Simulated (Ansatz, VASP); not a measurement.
Two plane-wave programs on Pd

```xyz
1
Lattice="2.6149 0.0000 0.0000 0.0000 2.6149 0.0000 0.0000 0.0000 2.6149" Properties=species:S:1:pos:R:3 pbc="T T T"
Pd    0.0000    0.0000    0.0000
```

Alike in both runs: functional PBE; k mesh 12 × 12 × 12; occupations fermi-dirac, width 0.05 eV; collinear spin.

Ansatz relaxed the structure, and its values are those at the end. VASP's run is a single point on that final structure, the one shown.

|  | VASP | Ansatz |
| --- | --- | --- |
| version | VASP 6.6.1 | Ansatz 0.2.0 |
| potentials or method | VASP PAW PBE potentials, release 64 (Pd), cutoff 500 eV | plane waves (420 eV) with PAW, scalar-relativistic |
| valence electrons in the cell | 10 | 18 |

Ansatz gave:

- pressure (GPa): 0.0
- net moment per atom (μB): 0.00

What did VASP give for the same quantities?

Pressure (GPa): -0.3; net moment per atom (μB): 0.00.

VASP's potentials hold 10 valence electrons a cell and Ansatz's 18, so a difference there can come from the potentials and not from the codes. Ansatz's warnings: seeded moment not kept.
